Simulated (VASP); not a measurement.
AlInAsP3, 6 atoms in the cell. It takes space group P-6m2 (No. 187, hexagonal). The conventional cell has a = 6.366 Å, b = 6.366 Å, c = 3.822 Å, α = 90.00°, β = 90.00°, γ = 120.00°. Al (site symmetry -6m2) has 3 In at 3.68 Å and 3 As at 3.68 Å and 12 P at 3.71 Å and 2 Al at 3.82 Å within 4.8 Å. Within 3.9 Å of In (site symmetry -6m2) lie 6 P at 2.73 Å and 3 Al at 3.68 Å and 3 As at 3.68 Å and 2 In at 3.82 Å. P (site symmetry mm2) has 2 As at 2.57 Å and 2 In at 2.73 Å and 4 P at 2.98 to 3.38 Å within 3.4 Å. As (site symmetry -6m2) has 6 P at 2.57 Å within 3.4 Å. The cell was generated, and may not be a known phase.

| Property | Result |
| --- | --- |
| Program | VASP 6.6.1 |
| Task | single point |
| Functional | PBE |
| Potentials or basis | VASP PAW PBE potentials, release 64 (Al, In_d, P, As) |
| Cutoff | 500 eV |
| k mesh | 6 × 6 × 10 |
| Occupations | gaussian, width 0.1 eV |
| Spin | no spin polarisation |
| Dipole correction | no |
| Further INCAR settings | ALGO = Normal; EDIFF = 1e-06; NBANDS = 27 |

Potentials or basis: VASP PAW PBE potentials, release 64 (Al, In_d, P, As).

The run is started by

```bash
$ cat potpaw_PBE.64/Al/POTCAR potpaw_PBE.64/In_d/POTCAR potpaw_PBE.64/P/POTCAR potpaw_PBE.64/As/POTCAR > POTCAR
$ mpirun -np 1 vasp_std > vasp.out
```

Hardware: 1 thread of Intel(R) Xeon(R) Platinum 8259CL CPU @ 2.50GHz (Skylake/Cascade Lake), on a shared host.

Q: How long does it take, and how much memory?

A: It took 2.4 min on 1 thread of Intel(R) Xeon(R) Platinum 8259CL CPU @ 2.50GHz (Skylake/Cascade Lake) (shared host), peak memory 0.33 GiB. Counts: scf iterations 13, k points 42.
